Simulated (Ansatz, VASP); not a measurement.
## One calculation of InGa3AsP, two programs

```
In Ga P As
1.0
     5.19090    0.00000    0.00000
     0.00000    5.19090    0.00000
     0.00000    0.00000    5.44045
In Ga P As
1 3 1 1
Direct
  0.50000 0.50000 0.50000
  0.00000 0.50000 0.00000
  0.50000 0.00000 0.00000
  0.00000 0.00000 0.00000
  0.00000 0.00000 0.50000
  0.50000 0.50000 0.00000
```

Alike in both runs: functional PBE; k mesh 4 × 4 × 4; occupations gaussian, width 0.1 eV; no spin polarisation.

Ansatz relaxed the structure, and its values are those at the end. VASP's run is a single point on that final structure, the one shown.

```csv
,VASP,Ansatz
version,VASP 6.6.1,Ansatz 0.2.0
potentials or method,"VASP PAW PBE potentials, release 64 (In_d, Ga_d, P, As), cutoff 520 eV","scalar-relativistic, plane waves, PAW"
valence electrons in the cell,62,72
```

```csv
,VASP,Ansatz,Ansatz less VASP
gap on the k mesh at the Fermi level (eV),none,none,-
pressure (GPa),0.1,0.0,-0.05
```

A gap of «none» marks a metal or a gap that the smearing closes. VASP's potentials hold 62 valence electrons a cell and Ansatz's 72, so a difference there can come from the potentials and not from the codes.
